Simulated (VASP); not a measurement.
Runs of VASP 6.6.1 on Si. The structure is that of space group C2/m (No. 12), or close to it. The cells are those of the table. 

```tsv
cell	gap on the mesh (eV)	pressure (GPa)	largest force (eV/Å)
a = 3.840, b = 3.840, c = 9.553 Å, angles 81.3, 81.3, 60.0°, 6 atoms	none	0.6	0.97
a = 3.840, b = 3.840, c = 9.807 Å, angles 75.8, 75.8, 60.0°, 6 atoms	none	0.5	0.50
a = 3.840, b = 3.840, c = 10.175 Å, angles 70.7, 70.7, 60.0°, 6 atoms	none	(b)	0.55
a = 3.840, b = 3.840, c = 9.472 Å, angles 84.2, 84.2, 60.0°, 6 atoms	none	(c)	1.19
a = 3.840, b = 3.840, c = 9.423 Å, angles 87.1, 87.1, 60.0°, 6 atoms	0.10	1.5	0.66
a = 3.840, b = 3.840, c = 9.977 Å, angles 73.2, 73.2, 60.0°, 6 atoms	none	0.1	0.56
a = 3.840, b = 3.840, c = 10.648 Å, angles 66.1, 66.1, 60.0°, 6 atoms	none	0.0	1.01
a = 3.840, b = 3.840, c = 11.210 Å, angles 61.9, 61.9, 60.0°, 6 atoms	none	1.5	(a)
a = 3.840, b = 3.840, c = 10.918 Å, angles 63.9, 63.9, 60.0°, 6 atoms	none	0.6	1.30
```

Alike in all rows: task single point; level PBE; potentials or basis VASP PAW PBE potentials, release 64 (Si); no spin polarisation; k mesh 8 × 8 × 3; cutoff (eV) 520; smearing gaussian 0.05 eV.

Problem. Estimate the missing entries.

Solution. (a) 0.70; (b) -0.2; (c) 0.7.

Caveats: forces of over 1 eV/Å act on the atoms, so gaps and moduli don't describe the material at rest (some runs).

A k mesh can miss the band edges.

A gap of «none» marks levels without a gap at the run's occupations.
